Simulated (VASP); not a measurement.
**Ge2Sb2Te5: single point with PBE**

The system is Ge2Sb2Te5.

```xyz
9
Lattice="4.2941 -0.0215 0.0000 -2.1656 3.7295 0.0000 0.0000 0.0000 17.1013" Properties=species:S:1:pos:R:3 pbc="T T T"
Te    2.1408    1.2289    7.1807
Te   -0.0124    2.4792    9.9206
Te   -0.0124    2.4792    3.4466
Te    2.1408    1.2289   13.6547
Te    0.0000    0.0000    0.0000
Sb    0.0000    0.0000    5.4736
Sb    0.0000    0.0000   11.6278
Ge    2.1408    1.2289    1.7596
Ge   -0.0124    2.4792   15.3417
```

* Program: VASP 6.6.1
* Task: single point
* Functional: PBE
* Potentials or basis: VASP PAW PBE potentials, release 64 (Te, Sb, Ge_d)
* Cutoff: 520 eV
* k mesh: 5 × 5 × 2
* Occupations: fermi-dirac, width 0.05 eV
* Spin: no spin polarisation
* Dipole correction: no
* Further INCAR settings: ALGO = Normal; EDIFF = 1e-07; NBANDS = 44

```
Pressure               : 0.3 GPa
Largest force          : 0.104 eV/Å
Band gap on the k mesh : 0.23 eV
```

Forces on the atoms (eV/Å):
```
Te   0.027  0.001 -0.100
Te  -0.027 -0.001  0.100
Te  -0.006  0.000 -0.079
Te   0.006  0.000  0.079
Te   0.000  0.000  0.000
Sb  -0.007 -0.001 -0.046
Sb   0.007  0.001  0.046
Ge  -0.001  0.000 -0.046
Ge   0.001  0.000  0.046
```

Stress tensor (GPa, compression positive):
```
0.25 0.36 0.23
0.36 0.24 0.00
0.23 0.00 0.36
```

Levels at points of the mesh, in eV from the valence-band top:
```
           k point  band 31  band 32  band 33  band 34  band 35  band 36  band 37  band 38
(0.00, 0.00, 0.00)    -1.25    -1.16    -0.83     0.00     0.23     0.28     0.35     0.86
(0.00, 0.00, 0.50)    -1.37    -1.33    -0.71    -0.14     0.45     0.50     0.53     0.59
```

Run time: 6.4 min on 1 thread of Intel(R) Xeon(R) Platinum 8488C (Sapphire Rapids), with other jobs on the host, peak memory 0.52 GiB.

Caveat: semilocal functionals underestimate gaps, and a narrow one can read as zero; spin-orbit coupling is left out, which moves the levels of the heavy elements. A k mesh can miss the band edges.
